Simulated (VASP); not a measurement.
# WSe2 (P6_3/mmc) in VASP: a series of runs, part 2 of 2

VASP 6.6.1.

## (4) Single point, r2SCAN, collinear spin

Contents of POSCAR:

```
WSe2
1.0
    3.2820020000      0.0000000000      0.0000000000
   -1.6410010000      2.8422971100      0.0000000000
    0.0000000000      0.0000000000     12.9600000000
W Se
2 4
Direct
    0.3333333300      0.6666666700      0.2500000000
    0.6666666700      0.3333333300      0.7500000000
    0.3333333300      0.6666666700      0.6211000000
    0.6666666700      0.3333333300      0.1211000000
    0.3333333300      0.6666666700      0.8789000000
    0.6666666700      0.3333333300      0.3789000000
```

Contents of INCAR.step1:

```
PREC = Accurate
ENCUT = 520
ISMEAR = -1
SIGMA = 0.03
LREAL = False
LASPH = True
NELM = 150
ISPIN = 2
MAGMOM = 1 1 0 0 0 0
LMAXMIX = 4
NBANDS = 39
GGA = PE
ALGO = Normal
EDIFF = 1E-4
LWAVE = True
LCHARG = False
```

Contents of INCAR.step2:

```
PREC = Accurate
ENCUT = 520
EDIFF = 1E-7
ISMEAR = -1
SIGMA = 0.03
LREAL = False
LASPH = True
NELM = 150
ALGO = Normal
ISIF = 2
LWAVE = False
LCHARG = False
ISPIN = 2
MAGMOM = 1 1 0 0 0 0
LORBIT = 11
LMAXMIX = 4
METAGGA = R2SCAN
LMIXTAU = True
NBANDS = 39
ISTART = 1
```

Contents of KPOINTS:

```
regular mesh
0
Gamma
  7 7 2
```

Potentials or basis: VASP PAW PBE potentials, release 64 (W_sv, Se).

The run is started by

```
> cat potpaw_PBE.64/W_sv/POTCAR potpaw_PBE.64/Se/POTCAR > POTCAR
> cp INCAR.step1 INCAR
> mpirun -np 1 vasp_std > vasp.out
> cp INCAR.step2 INCAR
> mpirun -np 1 vasp_std > vasp.out
```

OUTCAR:

```text
PREC = Accurate
   ENCUT = 520
   EDIFF = 1E-7
   ISMEAR = -1
   LREAL = False
   LASPH = True
   NELM = 150
   ISIF = 2
   ISPIN = 2
   LORBIT = 11
   METAGGA = R2SCAN
   ISTART = 1

 ion  position               nearest neighbor table
   1  0.333  0.667  0.250-   4 2.53   6 2.53   4 2.53   6 2.53   4 2.53   6 2.53
   2  0.667  0.333  0.750-   3 2.53   5 2.53   3 2.53   5 2.53   3 2.53   5 2.53
   3  0.333  0.667  0.621-   2 2.53   2 2.53   2 2.53
   4  0.667  0.333  0.121-   1 2.53   1 2.53   1 2.53
   5  0.333  0.667  0.879-   2 2.53   2 2.53   2 2.53
   6  0.667  0.333  0.379-   1 2.53   1 2.53   1 2.53

  LATTYP: Found a hexagonal cell.
 ALAT       =     3.2820020000
 C/A-ratio  =     3.9488092938

  Lattice vectors:

 A1 = (   3.2820020000,   0.0000000000,   0.0000000000)
 A2 = (  -1.6410010000,   2.8422971100,   0.0000000000)
 A3 = (   0.0000000000,   0.0000000000,  12.9600000000)

Analysis of symmetry for initial positions (statically):
[... 1518 lines left out ...]
  -------------------------------------------------------------------------------------
  Total        2.4432759      2.4432759      1.8261182      0.0000000     -0.0000000      0.0000000
  in kB       32.3794735     32.3794735     24.2006005      0.0000000     -0.0000000      0.0000000
  external PRESSURE =      29.6531825 kB  Pullay stress =       0.0000000 kB

 VOLUME and BASIS-vectors are now :
 -----------------------------------------------------------------------------
  energy-cutoff  :      520.00
  volume of cell :      120.90
      direct lattice vectors                 reciprocal lattice vectors
     3.282002000  0.000000000  0.000000000     0.304692075  0.175914051  0.000000000
    -1.641001000  2.842297110  0.000000000     0.000000000  0.351828103  0.000000000
     0.000000000  0.000000000 12.960000000     0.000000000  0.000000000  0.077160494

 POSITION                                       TOTAL-FORCE (eV/Angst)
 -----------------------------------------------------------------------------------
     -0.00000      1.89486      3.24000         0.000000      0.000000      0.000000
      1.64100      0.94743      9.72000        -0.000000     -0.000000      0.000000
     -0.00000      1.89486      8.04946         0.000000     -0.000000      0.015539
      1.64100      0.94743      1.56946        -0.000000      0.000000      0.015539
     -0.00000      1.89486     11.39054         0.000000     -0.000000     -0.015539
      1.64100      0.94743      4.91054        -0.000000     -0.000000     -0.015539
 -----------------------------------------------------------------------------------
    total drift:                               -0.000009      0.000005     -0.000000

  FREE ENERGIE OF THE ION-ELECTRON SYSTEM (eV)
  ---------------------------------------------------
  free  energy   TOTEN  =      -163.5230191526 eV

  energy  without entropy=     -163.5230191525  energy(sigma->0) =     -163.52301915

 total charge

# of ion       s       p       d       tot
------------------------------------------
    1        2.303   6.287   3.366  11.957
    2        2.303   6.287   3.366  11.957
    3        1.475   2.405   0.073   3.953
    4        1.475   2.405   0.073   3.953
    5        1.475   2.405   0.073   3.953
    6        1.475   2.405   0.073   3.953
--------------------------------------------------
tot         10.506  22.195   7.024  39.725

 magnetization (x)

# of ion       s       p       d       tot
------------------------------------------
    1        0.000   0.000  -0.000  -0.000
    2        0.000   0.000  -0.000  -0.000
    3       -0.000  -0.000   0.000  -0.000
    4       -0.000  -0.000   0.000  -0.000
    5       -0.000  -0.000   0.000  -0.000
    6       -0.000  -0.000   0.000  -0.000
--------------------------------------------------
tot         -0.000  -0.000  -0.000  -0.000
```

OUTCAR.step1:

```text
PREC = Accurate
   ENCUT = 520
   ISMEAR = -1
   LREAL = False
   LASPH = True
   NELM = 150
[... 1560 lines left out ...]
      1.64100      0.94743      1.56946         0.000000      0.000000     -0.315590
     -0.00000      1.89486     11.39054         0.000000     -0.000000      0.315590
      1.64100      0.94743      4.91054        -0.000000      0.000000      0.315590
 -----------------------------------------------------------------------------------
    total drift:                               -0.000009      0.000005     -0.000000

  FREE ENERGIE OF THE ION-ELECTRON SYSTEM (eV)
  ---------------------------------------------------
  free  energy   TOTEN  =       -43.1104047929 eV

  energy  without entropy=      -43.1104047924  energy(sigma->0) =      -43.11040479
```

Run time: 12 min. Hardware: 1 thread of Intel Xeon 8259CL, shared host; peak memory 0.35 GiB.

What came out:

```
Free energy                                           : -163.5230 eV
Pressure                                              : 3.0 GPa
Largest force                                         : 0.016 eV/Å
Band gap on the k mesh                                : 1.23 eV (least direct gap 2.12 eV)
Net moment                                            : 0.00 μB per cell
Valence electrons inside the program's atomic spheres : W 11.96; Se 3.95
```

Forces in eV/Å, atoms in the order of the input:
```
W    0.000  0.000  0.000
W    0.000  0.000  0.000
Se   0.000  0.000  0.016
Se   0.000  0.000  0.016
Se   0.000  0.000 -0.016
Se   0.000  0.000 -0.016
```

Levels at points of the mesh, in eV from the valence-band top:
Spin up:
| k point | band 23 | band 24 | band 25 | band 26 | band 27 | band 28 | band 29 | band 30 |
| --- | --- | --- | --- | --- | --- | --- | --- | --- |
| (0.00, 0.00, 0.00) | -1.63 | -1.21 | -1.15 | 0.00 | 2.78 | 2.78 | 2.83 | 2.83 |
| (0.00, 0.00, 0.50) | -1.66 | -1.66 | -0.25 | -0.25 | 2.79 | 2.79 | 2.79 | 2.79 |
Spin down:
| k point | band 23 | band 24 | band 25 | band 26 | band 27 | band 28 | band 29 | band 30 |
| --- | --- | --- | --- | --- | --- | --- | --- | --- |
| (0.00, 0.00, 0.00) | -1.63 | -1.21 | -1.15 | 0.00 | 2.78 | 2.78 | 2.83 | 2.83 |
| (0.00, 0.00, 0.50) | -1.66 | -1.66 | -0.25 | -0.25 | 2.79 | 2.79 | 2.79 | 2.79 |

Caveat: the PAW data sets were made with another functional, which shifts forces and pressure a little; spin-orbit coupling is left out, which moves the levels of the heavy elements. A k mesh can miss the band edges.

## (5) The runs side by side

```tsv
spin	gap on the mesh (eV)	pressure (GPa)	moment (μB)	largest force (eV/Å)
off	1.23	3.0	-	0.02
collinear, zero start	1.23	3.0	0.00	0.02
collinear	1.23	3.0	0.00	0.02
```

Alike in all rows: task single point; level r2SCAN; potentials or basis VASP PAW PBE potentials, release 64 (W_sv, Se); cell as given; k mesh 7 × 7 × 2; cutoff (eV) 520; smearing fermi-dirac 0.03 eV.

Caveats: the PAW data sets were made with another functional, which shifts forces and pressure a little; spin-orbit coupling is left out, which moves the levels of the heavy elements.

Total energies depend on the potentials used, so only differences within one code and one set of settings carry meaning.
